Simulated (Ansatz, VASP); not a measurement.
One calculation of Mo, two programs

```
Mo
1.0
    -1.52714    1.52714    1.61278
     1.52714   -1.52714    1.61278
     1.52714    1.52714   -1.61278
Mo
1
Cartesian
  0.0000 0.0000 0.0000
```

Change from the starting cell: strain +e along x and -e along y +0.0000, strain +e along z and -e/2 along x and y +0.0367.

Alike in both runs: task single point; functional LDA; k mesh 20 × 20 × 20; occupations gaussian, width 0.15 eV; no spin polarisation.

|  | VASP | Ansatz |
| --- | --- | --- |
| version | VASP 6.6.1 | Ansatz 0.2.0 |
| potentials or method | VASP PAW LDA potentials, release 64 (Mo_sv), cutoff 520 eV | scalar-relativistic, plane waves, PAW |
| valence electrons in the cell | 14 | 14 |

|  | VASP | Ansatz | Ansatz less VASP |
| --- | --- | --- | --- |
| gap on the k mesh at the Fermi level (eV) | none | none | - |
| pressure (GPa) | 1.9 | 0.8 | -1.16 |
| traceless stress, the component that is largest in VASP (GPa) | -11.43 | -11.46 | -0.023 |

Ansatz warns that its potentials were made for another functional, while VASP's fit it. LDA's correlation is that of Perdew and Zunger in VASP and of Perdew and Wang (1992) in Ansatz. A gap of «none» marks a metal or a gap that the smearing closes.
